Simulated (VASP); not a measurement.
# Co (P6_3/mmc) in VASP: electric field gradients with LDA

Aim: the electric field gradients of Co with LDA.

Program: VASP 6.6.1. These are calculated values, not measurements. Logs are shortened: lines on timing, memory, paths and dates and some standing lists are left out, and cuts for length are marked.

### 1 The cell of the first run

It takes space group P6_3/mmc (No. 194, hexagonal). Conventional cell: a = 2.429 Å, b = 2.429 Å, c = 3.918 Å, α = 90.00°, β = 90.00°, γ = 120.00°. Within 3.2 Å of Co (site symmetry -6m2) lie 12 Co at 2.41 to 2.43 Å.

### 2 Electric field gradients, LDA, collinear spin, ferromagnetic start

INCAR

```
PREC     = Accurate       # precision mode
ENCUT    = 510            # plane-wave cutoff, eV
EDIFF    = 1E-8           # SCF threshold, eV
ISMEAR   = 0              # smearing method
SIGMA    = 0.05           # smearing width, eV
LREAL    = False          # projectors in reciprocal space
LASPH    = True           # aspherical terms in the spheres
NELM     = 200            # most SCF steps
ALGO     = Normal         # electronic algorithm
ISIF     = 2              # what is computed and relaxed
LWAVE    = False          # write WAVECAR
LCHARG   = False          # write CHGCAR
ISPIN    = 2              # spin polarisation
MAGMOM   = 1.72 1.72      # initial moments
LORBIT   = 11             # projections on sites
LMAXMIX  = 4              # l up to which the mixer works
LEFG     = True         
NBANDS   = 28             # bands
GGA_COMPAT= False
```

KPOINTS

```
Automatic mesh
0
Gamma
  20 20 12
```

POSCAR

```
Co
1.0
    2.4294651523      0.0000000000      0.0000000000
   -1.2147325761      2.1039785395      0.0000000000
    0.0000000000      0.0000000000      3.9179744593
Co
2
Direct
    0.3333333333      0.6666666667      0.2500000000
    0.6666666667      0.3333333333      0.7500000000
```

Potentials or basis: VASP PAW LDA potentials, release 64 (Co_sv).

Launch:

```console
$ cat potpaw_LDA.64/Co_sv/POTCAR > POTCAR
$ mpirun -np 1 vasp_std > vasp.out
```

OUTCAR:

```text
PREC = Accurate
   ENCUT = 510
   EDIFF = 1E-8
   ISMEAR = 0
   LREAL = False
   LASPH = True
   NELM = 200
   ISIF = 2
   ISPIN = 2
   LORBIT = 11

 ion  position               nearest neighbor table
   1  0.333  0.667  0.250-   2 2.41   2 2.41   2 2.41   2 2.41   2 2.41   2 2.41
   2  0.667  0.333  0.750-   1 2.41   1 2.41   1 2.41   1 2.41   1 2.41   1 2.41

  LATTYP: Found a hexagonal cell.
 ALAT       =     2.4294651523
 C/A-ratio  =     1.6126901247

  Lattice vectors:

 A1 = (   2.4294651523,   0.0000000000,   0.0000000000)
 A2 = (  -1.2147325761,   2.1039785395,   0.0000000000)
 A3 = (   0.0000000000,   0.0000000000,   3.9179744593)

Analysis of symmetry for initial positions (statically):
=====================================================================
 Subroutine PRICEL returns:
 Original cell was already a primitive cell.

 Routine SETGRP: Setting up the symmetry group for a
 hexagonal supercell.

 Subroutine GETGRP returns: Found 24 space group operations
 (whereof 12 operations were pure point group operations)
 out of a pool of 24 trial point group operations.

The static configuration has the point symmetry D_3d.
 The point group associated with its full space group is D_6h.

Analysis of symmetry for dynamics (positions and initial velocities):
=====================================================================
 Subroutine PRICEL returns:
 Original cell was already a primitive cell.

 Routine SETGRP: Setting up the symmetry group for a
 hexagonal supercell.

 Subroutine GETGRP returns: Found 24 space group operations
 (whereof 12 operations were pure point group operations)
 out of a pool of 24 trial point group operations.

The dynamic configuration has the point symmetry D_3d.
 The point group associated with its full space group is D_6h.

Analysis of structural, dynamic, and magnetic symmetry:
=====================================================================
 Subroutine PRICEL returns:
 Original cell was already a primitive cell.

 Routine SETGRP: Setting up the symmetry group for a
 hexagonal supercell.

 Subroutine GETGRP returns: Found 24 space group operations
 (whereof 12 operations were pure point group operations)
 out of a pool of 24 trial point group operations.

The overall configuration has the point symmetry D_3d.
 The point group associated with its full space group is D_6h.

 Subroutine INISYM returns: Found 24 space group operations
 (whereof 12 operations are pure point group operations),
 and found     1 'primitive' translations

----------------------------------------------------------------------------------------

                                     Primitive cell

  volume of cell :      20.0269

  direct lattice vectors                    reciprocal lattice vectors
     2.429465152  0.000000000  0.000000000     0.411613231  0.237645009  0.000000000
    -1.214732576  2.103978539  0.000000000     0.000000000  0.475290019  0.000000000
     0.000000000  0.000000000  3.917974459     0.000000000  0.000000000  0.255233925

  length of vectors
     2.429465152  2.429465152  3.917974459     0.475290019  0.475290019  0.255233925

  position of ions in fractional coordinates (direct lattice)
     0.333333333  0.666666667  0.250000000
     0.666666667  0.333333333  0.750000000

  ion indices of the primitive-cell ions
   primitive index   ion index
                 1           1
                 2           2

----------------------------------------------------------------------------------------

 KPOINTS: Automatic mesh

Automatic generation of k-mesh.
 Grid dimensions read from file:
 generate k-points for:   20   20   12

 Generating k-lattice:

  Cartesian coordinates                     Fractional coordinates (reciprocal lattice)
     0.020580662  0.011882250  0.000000000     0.050000000  0.000000000  0.000000000
[... 58 lines left out ...]
   NELM   =    200;   NELMIN=  2; NELMDL= -5     # of ELM steps
   EDIFF  = 0.1E-07   stopping-criterion for ELM
   LREAL  =      F    real-space projection
   EDIFFG = 0.1E-06   stopping-criterion for IOM
   NSW    =      0    number of steps for IOM
   IBRION =     -1    ionic relax: 0-MD 1-quasi-New 2-CG
   NFREE  =      0    steps in history (QN), initial steepest desc. (CG)
   ISIF   =      2    stress and relaxation
   ISYM   =      2    0-nonsym 1-usesym 2-fastsym
   POTIM  = 0.5000    time-step for ionic-motion
   TEBEG  =    0.0;   TEEND  =   0.0 temperature during run
   PSTRESS=    0.0 pullay stress
   NELECT =      34.0000    total number of electrons
   NUPDOWN=      -1.0000    fix difference up-down
   EMIN   =  10.00;   EMAX   =-10.00  energy-range for DOS
   EFERMI =   0.00;   METHOD = LEGACY
   ISMEAR =     0;   SIGMA  =   0.05  broadening in eV -4-tet -1-fermi 0-gaus
   EFERMI_NEDOS =   21; number of points for ismear=-14 and -15
   IALGO  =     38    algorithm
   IMIX   =      4    mixing-type and parameters
     AMIX     =   0.40;   BMIX     =  1.00
     AMIX_MAG =   1.60;   BMIX_MAG =  1.00
  volume/ion in A,a.u.               =      10.01        67.57
  Fermi-wavevector in a.u.,A,eV,Ry     =   1.952975  3.690587 51.894118  3.814110
  Thomas-Fermi vector in A             =   2.979903
   LORBIT       =     11    0 simple, 1 ext, 2 COOP (PROOUT), +10 PAW based schemes
   GGA     = CA    functional components
   LHFCALC =     F    Hartree Fock is set to
   AEXX    =    0.0000 exact exchange contribution
   IVDW    =     0    specifies the selected vdW correction
   LEPSILON=     F    determine dielectric tensor
   LRPA    =     F    only Hartree local field effects (RPA)
 spin polarized calculation
 Gauss-broadening in eV      SIGMA  =   0.05
  energy-cutoff  :      510.00
  volume of cell :       20.03
 maximum number of plane-waves:       544
 NGX is ok and might be reduce to    18
   NGX =  9   NGY =  9   NGZ = 15

 number of electron      33.9999945 magnetization       2.9930845

 Free energy of the ion-electron system (eV)
  ---------------------------------------------------
  ext. energy  EPLUGINS =         0.00000000
  ---------------------------------------------------
  free energy    TOTEN  =       -16.33229798 eV

  energy without entropy =      -16.33047717  energy(sigma->0) =      -16.33138758

 E-fermi :  12.8362     XC(G=0): -14.8398

 val. band max:       12.8347733999   @ k =   0.1500   0.0500   0.4167
 cond. band min:      12.8374779674   @ k =   0.2500   0.1500   0.0000
 fundamental gap:      0.0027045675
 Fermi energy:        12.8362244937

 spin component 1

 k-point     1 :       0.0000    0.0000    0.0000
  band No.  band energies     occupation
      1     -82.0492      1.00000
      2     -81.9627      1.00000
      3     -46.0500      1.00000
      4     -45.6670      1.00000
      5     -45.6670      1.00000
      6     -45.6015      1.00000
[... 733 lines left out ...]
     27      38.3440      0.00000
     28      39.4949      0.00000

 [... further k-points ...]

 spin component 2

 k-point     1 :       0.0000    0.0000    0.0000
  band No.  band energies     occupation
      1     -80.2936      1.00000
      2     -80.2019      1.00000
      3     -44.3675      1.00000
      4     -43.9645      1.00000
      5     -43.9645      1.00000
      6     -43.8952      1.00000
[... 733 lines left out ...]
     27      38.7430      0.00000
     28      39.9327      0.00000

 [... further k-points ...]
[... 5 lines left out ...]
  --------------------------------------------------------------------------------------
  -------------------------------------------------------------------------------------
  Total       -0.4423049     -0.4423049     -0.4543155     -0.0000000     -0.0000000     -0.0000000
  in kB      -35.3849651    -35.3849651    -36.3458292     -0.0000000     -0.0000000     -0.0000000
  external PRESSURE =     -35.7052531 kB  Pullay stress =       0.0000000 kB

 VOLUME and BASIS-vectors are now :
 -----------------------------------------------------------------------------
  energy-cutoff  :      510.00
  volume of cell :       20.03
      direct lattice vectors                 reciprocal lattice vectors
     2.429465152  0.000000000  0.000000000     0.411613231  0.237645009  0.000000000
    -1.214732576  2.103978539  0.000000000     0.000000000  0.475290019  0.000000000
     0.000000000  0.000000000  3.917974459     0.000000000  0.000000000  0.255233925

 POSITION                                       TOTAL-FORCE (eV/Angst)
 -----------------------------------------------------------------------------------
     -0.00000      1.40265      0.97949         0.000000      0.000000      0.000000
      1.21473      0.70133      2.93848        -0.000000     -0.000000      0.000000
 -----------------------------------------------------------------------------------
    total drift:                               -0.000000      0.000000     -0.000000

  FREE ENERGIE OF THE ION-ELECTRON SYSTEM (eV)
  ---------------------------------------------------
  free  energy   TOTEN  =       -16.3322979826 eV

  energy  without entropy=      -16.3304771741  energy(sigma->0) =      -16.33138758

 Electric field gradients (V/A^2)
---------------------------------------------------------------------
 ion       V_xx      V_yy      V_zz      V_xy      V_xz      V_yz
---------------------------------------------------------------------
   1       2.217     2.213    -4.430    -0.004     0.000    -0.000
   2       2.217     2.213    -4.430    -0.004    -0.000     0.000
---------------------------------------------------------------------

 Electric field gradients after diagonalization (V/A^2)
 (convention: |V_zz| > |V_xx| > |V_yy|)
----------------------------------------------------------------------
 ion       V_xx      V_yy      V_zz     asymmetry (V_yy - V_xx)/ V_zz
----------------------------------------------------------------------
   1       2.219     2.211    -4.430       0.002
   2       2.219     2.211    -4.430       0.002
----------------------------------------------------------------------

           NMR quadrupolar parameters

 Cq : quadrupolar parameter    Cq=e*Q*V_zz/h
 eta: asymmetry parameters     (V_yy - V_xx)/ V_zz
 Q  : nuclear electric quadrupole moment in mb (millibarn)
----------------------------------------------------------------------
 ion       Cq(MHz)       eta       Q (mb)
----------------------------------------------------------------------
   1      -0.011       0.002       1.000
   2      -0.011       0.002       1.000
----------------------------------------------------------------------

 total charge

# of ion       s       p       d       tot
------------------------------------------
    1        2.264   6.136   6.723  15.123
    2        2.264   6.136   6.723  15.123
--------------------------------------------------
tot          4.529  12.271  13.445  30.245

 magnetization (x)

# of ion       s       p       d       tot
------------------------------------------
    1       -0.005  -0.011   1.540   1.525
    2       -0.005  -0.011   1.540   1.525
--------------------------------------------------
tot         -0.010  -0.021   3.081   3.050
```

Run time: 3 min. Hardware: 1 thread of Intel Xeon 6975P-C (Granite Rapids), shared host; peak memory 0.3 GiB.

What came out:

| Quantity | Value |
| --- | --- |
| Free energy | -16.3323 eV |
| Pressure | -3.6 GPa |
| Net moment | 2.99 μB per cell |
| Site moments | Co +1.52 μB |
| Largest electric field gradient by atom | Co -4.4 V/Å² |
| Valence electrons inside the program's atomic spheres | Co 15.12 |

Electric field gradients, principal values (V/Å²):
```
atom  least  middle  greatest (by size)
1 Co  2.211   2.219              -4.430
2 Co  2.211   2.219              -4.430
```

Caveat: the cell stands under tension; without QUAD_EFG the Cq values of the log hold for a quadrupole moment of 1 mb, not for the nuclei.
